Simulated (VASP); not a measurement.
# TiAl (Pm-3m) in VASP: further runs

The runs below take TiAl through single point, with r2SCAN.

All numbers are computed with VASP 6.6.1; they aren't measurements. Logs are shortened: lines on timing, memory, paths and dates and some standing lists are left out, and cuts for length are marked.

## Step 1: The cell of the first run

It takes space group Pm-3m (No. 221, cubic). The conventional cell has a = 3.171 Å, b = 3.171 Å, c = 3.171 Å, α = 90.00°, β = 90.00°, γ = 90.00°. Within 3.6 Å of Ti (site symmetry m-3m) lie 8 Al at 2.75 Å and 6 Ti at 3.17 Å. Within 3.6 Å of Al (site symmetry m-3m) lie 8 Ti at 2.75 Å and 6 Al at 3.17 Å.

## Step 2: Single point, r2SCAN

Contents of POSCAR:

```
TiAl
1.0
    3.1713456452      0.0000000000      0.0000000000
    0.0000000000      3.1713456452      0.0000000000
    0.0000000000      0.0000000000      3.1713456452
Ti Al
1 1
Direct
    0.0000000000      0.0000000000      0.0000000000
    0.5000000000      0.5000000000      0.5000000000
```

Contents of INCAR.step1:

```
SYSTEM = TiAl
ALGO = Normal ; EDIFF = 1E-4
ENCUT = 520 ; GGA = PE
ISMEAR = 0 ; LASPH = .TRUE.
LCHARG = .FALSE. ; LREAL = .FALSE.
LWAVE = .TRUE. ; NBANDS = 14
NELM = 100 ; PREC = Accurate
SIGMA = 0.15
```

Contents of INCAR.step2:

```
SYSTEM = TiAl
ALGO = Normal ; EDIFF = 1E-6
ENCUT = 520 ; ISIF = 2
ISMEAR = 0 ; ISTART = 1
LASPH = .TRUE. ; LCHARG = .TRUE.
LELF = .TRUE. ; LMIXTAU = .TRUE.
LREAL = .FALSE. ; LVHAR = .TRUE.
LWAVE = .FALSE. ; METAGGA = R2SCAN
NBANDS = 14 ; NELM = 100
PREC = Accurate ; SIGMA = 0.15
```

Contents of KPOINTS:

```
k-points
0
G
  20 20 20
  0 0 0
```

Potentials or basis: VASP PAW PBE potentials, release 64 (Ti_sv, Al).

Command:

```
cat potpaw_PBE.64/Ti_sv/POTCAR potpaw_PBE.64/Al/POTCAR > POTCAR
cp INCAR.step1 INCAR
mpirun -np 1 vasp_std > vasp.out
cp INCAR.step2 INCAR
mpirun -np 1 vasp_std > vasp.out
```

OUTCAR:

```text
SYSTEM = TiAl
   EDIFF = 1E-6
   ENCUT = 520
   ISIF = 2
   ISMEAR = 0
   ISTART = 1
   LASPH = .TRUE.
   LREAL = .FALSE.
   METAGGA = R2SCAN
   NELM = 100
   PREC = Accurate

 ion  position               nearest neighbor table
   1  0.000  0.000  0.000-   2 2.75   2 2.75   2 2.75   2 2.75   2 2.75   2 2.75   2 2.75   2 2.75

   2  0.500  0.500  0.500-   1 2.75   1 2.75   1 2.75   1 2.75   1 2.75   1 2.75   1 2.75   1 2.75

  LATTYP: Found a simple cubic cell.
 ALAT       =     3.1713456452

  Lattice vectors:

 A1 = (   3.1713456452,   0.0000000000,   0.0000000000)
 A2 = (   0.0000000000,   3.1713456452,   0.0000000000)
 A3 = (   0.0000000000,   0.0000000000,   3.1713456452)

Analysis of symmetry for initial positions (statically):
=====================================================================
 Subroutine PRICEL returns:
 Original cell was already a primitive cell.

 Routine SETGRP: Setting up the symmetry group for a
 simple cubic supercell.

 Subroutine GETGRP returns: Found 48 space group operations
 (whereof 48 operations were pure point group operations)
 out of a pool of 48 trial point group operations.

The static configuration has the point symmetry O_h .

Analysis of symmetry for dynamics (positions and initial velocities):
=====================================================================
 Subroutine PRICEL returns:
 Original cell was already a primitive cell.

 Routine SETGRP: Setting up the symmetry group for a
 simple cubic supercell.

 Subroutine GETGRP returns: Found 48 space group operations
 (whereof 48 operations were pure point group operations)
 out of a pool of 48 trial point group operations.

The dynamic configuration has the point symmetry O_h .

 Subroutine INISYM returns: Found 48 space group operations
 (whereof 48 operations are pure point group operations),
 and found     1 'primitive' translations

----------------------------------------------------------------------------------------

                                     Primitive cell

  volume of cell :      31.8956

  direct lattice vectors                    reciprocal lattice vectors
     3.171345645  0.000000000  0.000000000     0.315323560  0.000000000  0.000000000
     0.000000000  3.171345645  0.000000000     0.000000000  0.315323560  0.000000000
     0.000000000  0.000000000  3.171345645     0.000000000  0.000000000  0.315323560

  length of vectors
     3.171345645  3.171345645  3.171345645     0.315323560  0.315323560  0.315323560

  position of ions in fractional coordinates (direct lattice)
     0.000000000  0.000000000  0.000000000
     0.500000000  0.500000000  0.500000000

  ion indices of the primitive-cell ions
   primitive index   ion index
                 1           1
                 2           2

----------------------------------------------------------------------------------------

 KPOINTS: k-points

Automatic generation of k-mesh.
 Grid dimensions read from file:
 generate k-points for:   20   20   20

 Generating k-lattice:

  Cartesian coordinates                     Fractional coordinates (reciprocal lattice)
     0.015766178  0.000000000  0.000000000     0.050000000  0.000000000  0.000000000
     0.000000000  0.015766178  0.000000000     0.000000000  0.050000000  0.000000000
     0.000000000  0.000000000  0.015766178     0.000000000  0.000000000  0.050000000

  Length of vectors
     0.015766178  0.015766178  0.015766178

  Shift w.r.t. Gamma in fractional coordinates (k-lattice)
     0.000000000  0.000000000  0.000000000

 Subroutine IBZKPT returns following result:
 ===========================================

 Found    286 irreducible k-points:

 Following reciprocal coordinates:
            Coordinates               Weight
  0.000000  0.000000  0.000000      1.000000
  0.050000  0.000000  0.000000      6.000000
  0.100000  0.000000  0.000000      6.000000
  0.150000  0.000000  0.000000      6.000000
  0.200000  0.000000  0.000000      6.000000
  0.250000  0.000000  0.000000      6.000000
[... 16 lines left out ...]
  0.150000  0.100000  0.000000     24.000000
  0.200000  0.100000  0.000000     24.000000
 [... further k-points ...]
   k-points           NKPTS =    286   k-points in BZ     NKDIM =    286   number of bands    NBANDS=     14
   number of dos      NEDOS =    301   number of ions     NIONS =      2
   total plane-waves  NPLWV =  13824
   dimension x,y,z NGX =    24 NGY =   24 NGZ =   24
   dimension x,y,z NGXF=    48 NGYF=   48 NGZF=   48
   ions per type =               1   1
   NGX,Y,Z   is equivalent  to a cutoff of  12.58, 12.58, 12.58 a.u.
   NGXF,Y,Z  is equivalent  to a cutoff of  25.16, 25.16, 25.16 a.u.
 SYSTEM =  TiAl
   PREC   = accura    normal or accurate (medium, high low for compatibility)
   ISTART =      1    job   : 0-new  1-cont  2-samecut
   ICHARG =      0    charge: 1-file 2-atom 10-const
   ISPIN  =      1    spin polarized calculation?
   LNONCOLLINEAR =      F non collinear calculations
   LSORBIT =      F    spin-orbit coupling
   LASPH  =      T    aspherical Exc in radial PAW
   ENCUT  =  520.0 eV  38.22 Ry    6.18 a.u.   5.90  5.90  5.90*2*pi/ulx,y,z
   NELM   =    100;   NELMIN=  2; NELMDL=  0     # of ELM steps
   EDIFF  = 0.1E-05   stopping-criterion for ELM
   LREAL  =      F    real-space projection
   EDIFFG = 0.1E-04   stopping-criterion for IOM
   NSW    =      0    number of steps for IOM
   IBRION =     -1    ionic relax: 0-MD 1-quasi-New 2-CG
   NFREE  =      0    steps in history (QN), initial steepest desc. (CG)
   ISIF   =      2    stress and relaxation
   ISYM   =      2    0-nonsym 1-usesym 2-fastsym
   POTIM  = 0.5000    time-step for ionic-motion
   TEBEG  =    0.0;   TEEND  =   0.0 temperature during run
   PSTRESS=    0.0 pullay stress
   NELECT =      15.0000    total number of electrons
   NUPDOWN=      -1.0000    fix difference up-down
   EMIN   =  10.00;   EMAX   =-10.00  energy-range for DOS
   EFERMI =   0.00;   METHOD = LEGACY
   ISMEAR =     0;   SIGMA  =   0.15  broadening in eV -4-tet -1-fermi 0-gaus
   EFERMI_NEDOS =   21; number of points for ismear=-14 and -15
   IALGO  =     38    algorithm
   IMIX   =      4    mixing-type and parameters
     AMIX     =   0.40;   BMIX     =  1.00
     AMIX_MAG =   1.60;   BMIX_MAG =  1.00
  volume/ion in A,a.u.               =      15.95       107.62
  Fermi-wavevector in a.u.,A,eV,Ry     =   1.273098  2.405805 22.052014  1.620777
  Thomas-Fermi vector in A             =   2.405940
   LORBIT       =      0    0 simple, 1 ext, 2 COOP (PROOUT), +10 PAW based schemes
   METAGGA = R2SCAN    functional components
   LHFCALC =     F    Hartree Fock is set to
   AEXX    =    0.0000 exact exchange contribution
   IVDW    =     0    specifies the selected vdW correction
   LEPSILON=     F    determine dielectric tensor
   LRPA    =     F    only Hartree local field effects (RPA)
 non-spin polarized calculation
 Gauss-broadening in eV      SIGMA  =   0.15
  energy-cutoff  :      520.00
  volume of cell :       31.90
 maximum number of plane-waves:       912
 NGX is ok and might be reduce to    24
   NGX = 11   NGY = 11   NGZ = 11

 number of electron      14.9999993 magnetization

 Free energy of the ion-electron system (eV)
  ---------------------------------------------------
  ext. energy  EPLUGINS =         0.00000000
  ---------------------------------------------------
  free energy    TOTEN  =       -20.32209308 eV

  energy without entropy =      -20.30020839  energy(sigma->0) =      -20.31115073

 E-fermi :   8.9191     XC(G=0): -11.9339

 val. band max:        8.9159477900   @ k =   0.2500   0.2500   0.2000
 cond. band min:       8.9242057145   @ k =   0.3500   0.2000   0.1000
 fundamental gap:      0.0082579246
 Fermi energy:         8.9191479106

 k-point     1 :       0.0000    0.0000    0.0000
  band No.  band energies     occupation
      1     -50.3517      2.00000
      2     -25.5053      2.00000
      3     -25.5053      2.00000
      4     -25.5053      2.00000
      5      -0.9865      2.00000
      6       7.2722      2.00000
      7       7.2722      2.00000
      8      10.9768      0.00000
      9      10.9768      0.00000
     10      10.9768      0.00000
     11      13.5680      0.00000
     12      13.5680      0.00000
     13      13.5680      0.00000
     14      18.0184      0.00000

 k-point     2 :       0.0500    0.0000    0.0000
  band No.  band energies     occupation
      1     -50.3513      2.00000
      2     -25.5100      2.00000
      3     -25.5049      2.00000
      4     -25.5049      2.00000
      5      -0.9443      2.00000
      6       7.2505      2.00000
      7       7.2919      2.00000
      8      10.8956      0.00000
      9      10.8956      0.00000
     10      10.9819      0.00000
     11      13.3749      0.00000
     12      13.6795      0.00000
     13      13.6795      0.00000
     14      17.9623      0.00000

 k-point     3 :       0.1000    0.0000    0.0000
  band No.  band energies     occupation
      1     -50.3501      2.00000
      2     -25.5236      2.00000
      3     -25.5038      2.00000
      4     -25.5037      2.00000
      5      -0.8181      2.00000
      6       7.1730      2.00000
      7       7.3500      2.00000
      8      10.6881      0.00000
      9      10.6881      0.00000
     10      10.9968      0.00000
     11      12.9227      0.00000
     12      13.9787      0.00000
     13      13.9787      0.00000
     14      17.7986      0.00000

 k-point     4 :       0.1500    0.0000    0.0000
  band No.  band energies     occupation
      1     -50.3483      2.00000
      2     -25.5447      2.00000
      3     -25.5019      2.00000
      4     -25.5019      2.00000
      5      -0.6097      2.00000
      6       7.0067      2.00000
      7       7.4431      2.00000
      8      10.4194      0.00000
      9      10.4195      0.00000
     10      11.0202      0.00000
     11      12.4267      0.00000
     12      14.4025      0.00000
     13      14.4025      0.00000
     14      17.5406      0.00000

 k-point     5 :       0.2000    0.0000    0.0000
  band No.  band energies     occupation
      1     -50.3460      2.00000
      2     -25.5712      2.00000
      3     -25.4996      2.00000
      4     -25.4996      2.00000
      5      -0.3219      2.00000
      6       6.7118      2.00000
      7       7.5657      2.00000
      8      10.1382      0.00000
      9      10.1382      0.00000
     10      11.0499      0.00000
     11      12.0363      0.00000
[... 276 lines left out ...]
 k-point    22 :       0.1000    0.1000    0.0000
  band No.  band energies     occupation
      1     -50.3485      2.00000
      2     -25.5230      2.00000
      3     -25.5209      2.00000
      4     -25.5022      2.00000
      5      -0.6517      2.00000
      6       7.1912      2.00000
      7       7.3263      2.00000
      8      10.3623      0.00000
      9      10.5985      0.00000
     10      10.8569      0.00000
     11      13.1302      0.00000
     12      13.4739      0.00000
     13      14.3484      0.00000
     14      18.0028      0.00000

 k-point    23 :       0.1500    0.1000    0.0000
  band No.  band energies     occupation
      1     -50.3467      2.00000
      2     -25.5430      2.00000
      3     -25.5199      2.00000
      4     -25.5004      2.00000
      5      -0.4459      2.00000
      6       7.0736      2.00000
      7       7.3871      2.00000
      8      10.0776      0.00000
      9      10.3999      0.00000
     10      10.8374      0.00000
     11      12.7183      0.00000
     12      13.7366      0.00000
     13      14.7419      0.00000
     14      17.8732      0.00000

 k-point    24 :       0.2000    0.1000    0.0000
  band No.  band energies     occupation
      1     -50.3444      2.00000
      2     -25.5693      2.00000
      3     -25.5175      2.00000
      4     -25.4981      2.00000
      5      -0.1619      2.00000
      6       6.7999      2.00000
      7       7.5044      2.00000
      8       9.8071      0.00000
      9      10.1499      0.00000
     10      10.8587      0.00000
     11      12.2959      0.00000
     12      14.1462      0.00000
     13      15.2170      0.00000
     14      17.6308      0.00000

 [... further k-points ...]

------------------------ aborting loop because EDIFF is reached ----------------------------------------

  FORCE on cell =-STRESS in cart. coord.  units (eV):
  Direction    XX          YY          ZZ          XY          YZ          ZX
  --------------------------------------------------------------------------------------
  -------------------------------------------------------------------------------------
  Total        0.0281652      0.0281652      0.0281652      0.0000000      0.0000000      0.0000000
  in kB        1.4147939      1.4147939      1.4147939      0.0000000      0.0000000      0.0000000
  external PRESSURE =       1.4147939 kB  Pullay stress =       0.0000000 kB

 VOLUME and BASIS-vectors are now :
 -----------------------------------------------------------------------------
  energy-cutoff  :      520.00
  volume of cell :       31.90
      direct lattice vectors                 reciprocal lattice vectors
     3.171345645  0.000000000  0.000000000     0.315323560  0.000000000  0.000000000
     0.000000000  3.171345645  0.000000000     0.000000000  0.315323560  0.000000000
     0.000000000  0.000000000  3.171345645     0.000000000  0.000000000  0.315323560

 POSITION                                       TOTAL-FORCE (eV/Angst)
 -----------------------------------------------------------------------------------
      0.00000      0.00000      0.00000         0.000000      0.000000      0.000000
      1.58567      1.58567      1.58567         0.000000      0.000000      0.000000
 -----------------------------------------------------------------------------------
    total drift:                               -0.000000      0.000000      0.000000

  FREE ENERGIE OF THE ION-ELECTRON SYSTEM (eV)
  ---------------------------------------------------
  free  energy   TOTEN  =       -20.3220930761 eV

  energy  without entropy=      -20.3002083902  energy(sigma->0) =      -20.31115073
```

Wall time 94 s (1 thread of Intel Xeon 6975P-C (Granite Rapids), shared host); peak memory 0.25 GiB.

Results:

- Free energy: -20.3221 eV
- Pressure: 0.1 GPa
- Band gap on the k mesh: zero (an odd number of electrons rules out a gap without spin polarisation)

Caveat: the PAW data sets were made with another functional, which shifts forces and pressure a little.

(Part 1 of 2 ends here.)
